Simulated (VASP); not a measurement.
Here is a VASP 6.6.1 calculation.

The input INCAR:

```
  PREC = Accurate
  ENCUT = 520
  EDIFF = 1E-6
  ISMEAR = -1
  SIGMA = 0.05
  LREAL = F
  LASPH = T
  NELM = 80
  ALGO = Normal
  ISIF = 2
  LWAVE = F
  LCHARG = F
  GGA = PE
  NBANDS = 13
```

Contents of KPOINTS:

```
regular mesh
0
Gamma
  12 12 12
```

File POSCAR:

```
W
1.0
   -1.5837288892      1.5837288892      1.5837288892
    1.5837288892     -1.5837288892      1.5837288892
    1.5837288892      1.5837288892     -1.5837288892
W
1
Direct
    0.0000000000      0.0000000000      0.0000000000
```

Potentials or basis: VASP PAW PBE potentials, release 64 (W_sv).

Command:

```console
$ cat potpaw_PBE.64/W_sv/POTCAR > POTCAR
$ mpirun -np 1 vasp_std > vasp.out
```

Task: Estimate the pressure.

Result: 5.6 GPa.

Task: What does it give for the band gap on the k mesh?

Result: Zero (band 7 reaches 16.56 eV, above the bottom of band 8 at 10.18 eV).

Caveat: spin-orbit coupling is left out, which moves the levels of the heavy elements.
